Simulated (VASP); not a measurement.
# Ga2Se (R-3m) in VASP: a series of runs, part 2 of 2

VASP 6.6.1. Earlier steps stand in the parts before.

## (5) Single point, PBE

This run uses another cell than the first one, of 22.37 Å³/atom.

Contents of INCAR:

```
ALGO = Normal
EDIFF = 1E-7
ENCUT = 520
GGA = PE
ISIF = 2
ISMEAR = 0
LASPH = T
LCHARG = F
LREAL = F
LWAVE = F
NBANDS = 23
NELM = 60
PREC = Accurate
SIGMA = 0.1
```

Contents of KPOINTS:

```
k-points
0
Gamma
  12 12 12
```

Contents of POSCAR:

```
Ga2Se
1.0
    1.8914554692      1.0920323243      5.4157616832
   -1.8914554692      1.0920323243      5.4157616832
    0.0000000000     -2.1840646486      5.4157616832
Ga Se
2 1
Direct
    0.7716895241      0.7716895241      0.7716895241
    0.2283104759      0.2283104759      0.2283104759
    0.0000000000      0.0000000000      0.0000000000
```

Potentials or basis: VASP PAW PBE potentials, release 64 (Ga_d, Se).

On the command line:

```sh
cat potpaw_PBE.64/Ga_d/POTCAR potpaw_PBE.64/Se/POTCAR > POTCAR
mpirun -np 1 vasp_std > vasp.out
```

OUTCAR:

```text
EDIFF = 1E-7
   ENCUT = 520
   GGA = PE
   ISIF = 2
   ISMEAR = 0
   LASPH = T
   LREAL = F
   NELM = 60
   PREC = Accurate

 ion  position               nearest neighbor table
   1  0.772  0.772  0.772-   3 2.77   3 2.77   3 2.77
   2  0.228  0.228  0.228-   3 2.77   3 2.77   3 2.77
   3  0.000  0.000  0.000-   1 2.77   2 2.77   1 2.77   1 2.77   2 2.77   2 2.77

  LATTYP: Found a trigonal (rhomboedric) cell.
 ALAT       =     5.8395730151
 COS(alpha) =     0.7901736375

  Lattice vectors:

 A1 = (   1.8914554692,   1.0920323243,   5.4157616832)
 A2 = (  -1.8914554692,   1.0920323243,   5.4157616832)
 A3 = (   0.0000000000,  -2.1840646486,   5.4157616832)

Analysis of symmetry for initial positions (statically):
=====================================================================
 Subroutine PRICEL returns:
 Original cell was already a primitive cell.

 Routine SETGRP: Setting up the symmetry group for a
 trigonal (rhombohedral) supercell.

 Subroutine GETGRP returns: Found 12 space group operations
 (whereof 12 operations were pure point group operations)
 out of a pool of 12 trial point group operations.

The static configuration has the point symmetry D_3d.

Analysis of symmetry for dynamics (positions and initial velocities):
=====================================================================
 Subroutine PRICEL returns:
 Original cell was already a primitive cell.

 Routine SETGRP: Setting up the symmetry group for a
 trigonal (rhombohedral) supercell.

 Subroutine GETGRP returns: Found 12 space group operations
 (whereof 12 operations were pure point group operations)
 out of a pool of 12 trial point group operations.

The dynamic configuration has the point symmetry D_3d.

 Subroutine INISYM returns: Found 12 space group operations
 (whereof 12 operations are pure point group operations),
 and found     1 'primitive' translations

----------------------------------------------------------------------------------------

                                     Primitive cell

  volume of cell :      67.1185

  direct lattice vectors                    reciprocal lattice vectors
     1.891455469  1.092032324  5.415761683     0.264346694  0.152620635  0.061548745
    -1.891455469  1.092032324  5.415761683    -0.264346694  0.152620635  0.061548745
     0.000000000 -2.184064649  5.415761683     0.000000000 -0.305241270  0.061548745

  length of vectors
     5.839573015  5.839573015  5.839573015     0.311384779  0.311384779  0.311384779

  position of ions in fractional coordinates (direct lattice)
     0.771689524  0.771689524  0.771689524
     0.228310476  0.228310476  0.228310476
     0.000000000  0.000000000  0.000000000

  ion indices of the primitive-cell ions
   primitive index   ion index
                 1           1
                 2           2
                 3           3

----------------------------------------------------------------------------------------

 KPOINTS: k-points

Automatic generation of k-mesh.
 Grid dimensions read from file:
 generate k-points for:   12   12   12

 Generating k-lattice:

  Cartesian coordinates                     Fractional coordinates (reciprocal lattice)
     0.022028891  0.012718386  0.005129062     0.083333333 -0.000000000 -0.000000000
    -0.022028891  0.012718386  0.005129062    -0.000000000  0.083333333 -0.000000000
     0.000000000 -0.025436772  0.005129062    -0.000000000 -0.000000000  0.083333333

  Length of vectors
     0.025948732  0.025948732  0.025948732

  Shift w.r.t. Gamma in fractional coordinates (k-lattice)
     0.000000000  0.000000000  0.000000000

 Subroutine IBZKPT returns following result:
 ===========================================

 Found    189 irreducible k-points:

 Following reciprocal coordinates:
            Coordinates               Weight
  0.000000  0.000000  0.000000      1.000000
  0.083333 -0.000000  0.000000      6.000000
  0.166667  0.000000 -0.000000      6.000000
  0.250000 -0.000000 -0.000000      6.000000
  0.333333 -0.000000 -0.000000      6.000000
  0.416667 -0.000000  0.000000      6.000000
[... 16 lines left out ...]
  0.500000  0.166667 -0.000000     12.000000
 -0.416667  0.166667  0.000000     12.000000
 [... further k-points ...]
   k-points           NKPTS =    189   k-points in BZ     NKDIM =    189   number of bands    NBANDS=     23
   number of dos      NEDOS =    301   number of ions     NIONS =      3
   total plane-waves  NPLWV = 110592
   dimension x,y,z NGX =    48 NGY =   48 NGZ =   48
   dimension x,y,z NGXF=    96 NGYF=   96 NGZF=   96
   ions per type =               2   1
   NGX,Y,Z   is equivalent  to a cutoff of  13.67, 13.67, 13.67 a.u.
   NGXF,Y,Z  is equivalent  to a cutoff of  27.33, 27.33, 27.33 a.u.
 SYSTEM =  unknown system
   PREC   = accura    normal or accurate (medium, high low for compatibility)
   ISTART =      0    job   : 0-new  1-cont  2-samecut
   ICHARG =      2    charge: 1-file 2-atom 10-const
   ISPIN  =      1    spin polarized calculation?
   LNONCOLLINEAR =      F non collinear calculations
   LSORBIT =      F    spin-orbit coupling
   LASPH  =      T    aspherical Exc in radial PAW
   ENCUT  =  520.0 eV  38.22 Ry    6.18 a.u.  10.86 10.86 10.86*2*pi/ulx,y,z
   NELM   =     60;   NELMIN=  2; NELMDL= -5     # of ELM steps
   EDIFF  = 0.1E-06   stopping-criterion for ELM
   LREAL  =      F    real-space projection
   EDIFFG = 0.1E-05   stopping-criterion for IOM
   NSW    =      0    number of steps for IOM
   IBRION =     -1    ionic relax: 0-MD 1-quasi-New 2-CG
   NFREE  =      0    steps in history (QN), initial steepest desc. (CG)
   ISIF   =      2    stress and relaxation
   ISYM   =      2    0-nonsym 1-usesym 2-fastsym
   POTIM  = 0.5000    time-step for ionic-motion
   TEBEG  =    0.0;   TEEND  =   0.0 temperature during run
   PSTRESS=    0.0 pullay stress
   NELECT =      32.0000    total number of electrons
   NUPDOWN=      -1.0000    fix difference up-down
   EMIN   =  10.00;   EMAX   =-10.00  energy-range for DOS
   EFERMI =   0.00;   METHOD = LEGACY
   ISMEAR =     0;   SIGMA  =   0.10  broadening in eV -4-tet -1-fermi 0-gaus
   EFERMI_NEDOS =   21; number of points for ismear=-14 and -15
   IALGO  =     38    algorithm
   IMIX   =      4    mixing-type and parameters
     AMIX     =   0.40;   BMIX     =  1.00
     AMIX_MAG =   1.60;   BMIX_MAG =  1.00
  volume/ion in A,a.u.               =      22.37       150.98
  Fermi-wavevector in a.u.,A,eV,Ry     =   1.278922  2.416812 22.254250  1.635641
  Thomas-Fermi vector in A             =   2.411437
   LORBIT       =      0    0 simple, 1 ext, 2 COOP (PROOUT), +10 PAW based schemes
   GGA     = PE    functional components
   LHFCALC =     F    Hartree Fock is set to
   AEXX    =    0.0000 exact exchange contribution
   IVDW    =     0    specifies the selected vdW correction
   LEPSILON=     F    determine dielectric tensor
   LRPA    =     F    only Hartree local field effects (RPA)
 non-spin polarized calculation
 Gauss-broadening in eV      SIGMA  =   0.10
  energy-cutoff  :      520.00
  volume of cell :       67.12
 maximum number of plane-waves:      1830
 NGX is ok and might be reduce to    48
   NGX = 21   NGY = 21   NGZ = 21

 number of electron      32.0000000 magnetization

 Free energy of the ion-electron system (eV)
  ---------------------------------------------------
  ext. energy  EPLUGINS =         0.00000000
  ---------------------------------------------------
  free energy    TOTEN  =        -9.92811364 eV

  energy without entropy =       -9.92438571  energy(sigma->0) =       -9.92624967

 E-fermi :   4.4291     XC(G=0):  -9.9994

 val. band max:        4.3995402001   @ k =  -0.4167  -0.4167   0.0833
 cond. band min:       4.4573678657   @ k =  -0.1667  -0.4167   0.0833
 fundamental gap:      0.0578276656
 Fermi energy:         4.4291263014

 k-point     1 :       0.0000    0.0000    0.0000
  band No.  band energies     occupation
      1     -10.5760      2.00000
      2     -10.5760      2.00000
      3     -10.5505      2.00000
      4     -10.5505      2.00000
      5     -10.5390      2.00000
      6     -10.4677      2.00000
[... 15 lines left out ...]
     22      12.5282      0.00000
     23      12.5284      0.00000
[... 575 lines left out ...]
      1     -10.6376      2.00000
      2     -10.5745      2.00000
      3     -10.5521      2.00000
      4     -10.5288      2.00000
      5     -10.5072      2.00000
      6     -10.4959      2.00000
[... 15 lines left out ...]
     22      11.8382      0.00000
     23      13.9476      0.00000

 [... further k-points ...]
[... 5 lines left out ...]
  --------------------------------------------------------------------------------------
  -------------------------------------------------------------------------------------
  Total        0.0288589      0.0288589      0.0256753      0.0000000     -0.0000000     -0.0000000
  in kB        0.6888868      0.6888868      0.6128906      0.0000000     -0.0000000     -0.0000000
  external PRESSURE =       0.6635548 kB  Pullay stress =       0.0000000 kB

 VOLUME and BASIS-vectors are now :
 -----------------------------------------------------------------------------
  energy-cutoff  :      520.00
  volume of cell :       67.12
      direct lattice vectors                 reciprocal lattice vectors
     1.891455469  1.092032324  5.415761683     0.264346694  0.152620635  0.061548745
    -1.891455469  1.092032324  5.415761683    -0.264346694  0.152620635  0.061548745
     0.000000000 -2.184064649  5.415761683     0.000000000 -0.305241270  0.061548745

 POSITION                                       TOTAL-FORCE (eV/Angst)
 -----------------------------------------------------------------------------------
      0.00000      0.00000     12.53786         0.000000     -0.000000      0.015489
      0.00000      0.00000      3.70943         0.000000      0.000000     -0.015489
      0.00000      0.00000      0.00000         0.000000     -0.000000      0.000000
 -----------------------------------------------------------------------------------
    total drift:                                0.000000      0.000000     -0.000000

  FREE ENERGIE OF THE ION-ELECTRON SYSTEM (eV)
  ---------------------------------------------------
  free  energy   TOTEN  =        -9.9281136366 eV

  energy  without entropy=       -9.9243857064  energy(sigma->0) =       -9.92624967
```

OSZICAR:

```text
N       E                     dE             d eps       ncg     rms          rms(c)
DAV:   1     0.195636238178E+03    0.19564E+03   -0.15625E+04  8897   0.219E+03
DAV:   2     0.109180529872E+02   -0.18472E+03   -0.17540E+03  9326   0.441E+02
DAV:   3    -0.947715426738E+01   -0.20395E+02   -0.19899E+02 10662   0.111E+02
DAV:   4    -0.100611213022E+02   -0.58397E+00   -0.58276E+00  9837   0.202E+01
DAV:   5    -0.100724210766E+02   -0.11300E-01   -0.11297E-01 10738   0.268E+00    0.324E+00
DAV:   6    -0.993734773059E+01    0.13507E+00   -0.16181E-01 12737   0.731E+00    0.193E+00
DAV:   7    -0.992773403928E+01    0.96137E-02   -0.78459E-02 11688   0.191E+00    0.728E-01
DAV:   8    -0.992797421775E+01   -0.24018E-03   -0.88737E-03 10247   0.102E+00    0.153E-01
DAV:   9    -0.992810617055E+01   -0.13195E-03   -0.14598E-03 10929   0.451E-01    0.694E-02
DAV:  10    -0.992809757503E+01    0.85955E-05   -0.15442E-04  9859   0.121E-01    0.309E-02
DAV:  11    -0.992811480721E+01   -0.17232E-04   -0.38762E-05 13247   0.567E-02    0.140E-02
DAV:  12    -0.992811381174E+01    0.99547E-06   -0.49293E-06 10368   0.170E-02    0.343E-03
DAV:  13    -0.992811363454E+01    0.17720E-06   -0.58774E-07  9326   0.389E-03    0.140E-03
DAV:  14    -0.992811363656E+01   -0.20264E-08   -0.27459E-08  5936   0.147E-03
   1 F= -.99281136E+01 E0= -.99262497E+01  d E =-.372793E-02
```

stdout:

```text
POSCAR found type information on POSCAR GaSe
 POSCAR found :  2 types and       3 ions
 scaLAPACK will be used
 LDA part: xc-table for (Slater+PW92), standard interpolation
 POSCAR, INCAR and KPOINTS ok, starting setup
 FFT: planning ... GRIDC
 FFT: planning ... GRID_SOFT
 FFT: planning ... GRID
 WAVECAR not read
 entering main loop
```

Run time: 3.9 min. Hardware: 1 thread of Intel Xeon 6975P-C (Granite Rapids), shared host; peak memory 0.51 GiB.

What came out:

```yaml
Free_energy: -9.9281 eV
Pressure: 0.1 GPa
Largest_force: 0.015 eV/Å
Band_gap_on_the_k_mesh: zero (bands 16 and 17 overlap by 2.33 eV)
```

Forces in eV/Å, atoms in the order of the input:
```
Ga   0.000  0.000  0.015
Ga   0.000  0.000 -0.015
Se   0.000  0.000  0.000
```

## (6) Summary

```csv
task,cell,k mesh,cutoff (eV),gap on the mesh (eV),pressure (GPa),largest force (eV/Å)
single point,"a = 5.895 Å, angles 36.0°, 3 atoms, atomic positions A",6 × 6 × 6,520,none,15.4,2.65
single point,"a = 5.796 Å, angles 38.5°, 3 atoms, atomic positions B",6 × 6 × 6,520,none,0.2,0.02
relaxation of cell and atoms,"relaxed from a = 5.895 Å, angles 36.0°, 3 atoms, atomic positions A",6 × 6 × 6,600,none,-0.1,-
single point,"a = 5.840 Å, angles 37.8°, 3 atoms, atomic positions B",12 × 12 × 12,520,none,0.1,0.02
```

Alike in all rows: level PBE; potentials or basis VASP PAW PBE potentials, release 64 (Ga_d, Se); no spin polarisation; smearing gaussian 0.1 eV.

Caveats: the cell stands under pressure (at least some runs); forces of over 1 eV/Å act on the atoms, so gaps and moduli don't describe the material at rest (at least some runs).

Absolute energies hang on the potentials; compare differences alone.
